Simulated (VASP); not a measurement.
Na2H, 3 atoms in the cell. The structure is tetragonal, space group P4mm (No. 99). The conventional cell has a = 3.366 Å, b = 3.366 Å, c = 5.709 Å, α = 90.00°, β = 90.00°, γ = 90.00°. Within 3.5 Å of Na (site symmetry 4mm) lie 2 H at 2.65 to 3.06 Å and 4 Na at 3.37 Å. Within 3.2 Å of Na (site symmetry 4mm) lie 4 H at 2.39 Å. H (site symmetry 4mm) has 6 Na at 2.39 to 3.06 Å within 3.2 Å. 

| Quantity | Value |
| --- | --- |
| Program | VASP 6.6.1 |
| Task | relaxation of cell and atoms |
| Functional | PBE |
| Potentials or basis | VASP PAW PBE potentials, release 64 (Na_pv, H) |
| Cutoff | 600 eV |
| k mesh | 6 × 6 × 4 |
| Occupations | gaussian, width 0.1 eV |
| Spin | no spin polarisation |
| Dipole correction | no |
| Further INCAR settings | ALGO = Normal; EDIFF = 1e-06; IBRION = 2; EDIFFG = -0.04; NSW = 90; ISIF = 3 |

Potentials or basis: VASP PAW PBE potentials, release 64 (Na_pv, H).

Launch:

```sh
$ cat potpaw_PBE.64/Na_pv/POTCAR potpaw_PBE.64/H/POTCAR > POTCAR
$ mpirun -np 1 vasp_std > vasp.out
```

Hardware: 1 thread of Intel(R) Xeon(R) 6975P-C (Granite Rapids), with other jobs on the host.

How long does it take, and how much memory?

Run time: 100 s on 1 thread of Intel(R) Xeon(R) 6975P-C (Granite Rapids) (shared host), peak memory 0.19 GiB. Counts: scf iterations 95, k points 30, ion steps 15.
